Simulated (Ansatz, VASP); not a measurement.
# One calculation of SiMo3, two programs

```
Si Mo
1.0
     4.92540    0.00000    0.00000
     0.00000    4.92540    0.00000
     0.00000    0.00000    4.92540
Si Mo
2 6
Direct
  0.00000 0.00000 0.00000
  0.50000 0.50000 0.50000
  0.25000 0.00000 0.50000
  0.50000 0.75000 0.00000
  0.75000 0.00000 0.50000
  0.50000 0.25000 0.00000
  0.00000 0.50000 0.75000
  0.00000 0.50000 0.25000
```

Change from the starting cell: volume scaled by 1.02, ions relaxed.

Alike in both runs: functional PBE; k mesh 10 × 10 × 10; occupations fermi-dirac, width 0.05 eV; no spin polarisation.

Ansatz relaxed the structure, and its values are those at the end. VASP's run is a single point on that final structure, the one shown.

|  | VASP | Ansatz |
| --- | --- | --- |
| version | VASP 6.6.1 | Ansatz 0.2.0 |
| potentials or method | VASP PAW PBE potentials, release 64 (Si, Mo_sv) | plane-wave PAW, scalar-relativistic |
| plane-wave cutoff (eV) | 520 | 420 |
| valence electrons in the cell | 92 | 92 |

VASP gave:

```
pressure (GPa) : -2.4
```

Q: Which values does Ansatz return?

A: Pressure (GPa): -2.9.

The functional is the same, so the differences come from potentials, cutoffs and numerics. Ansatz's warnings: stress scf threshold loose.
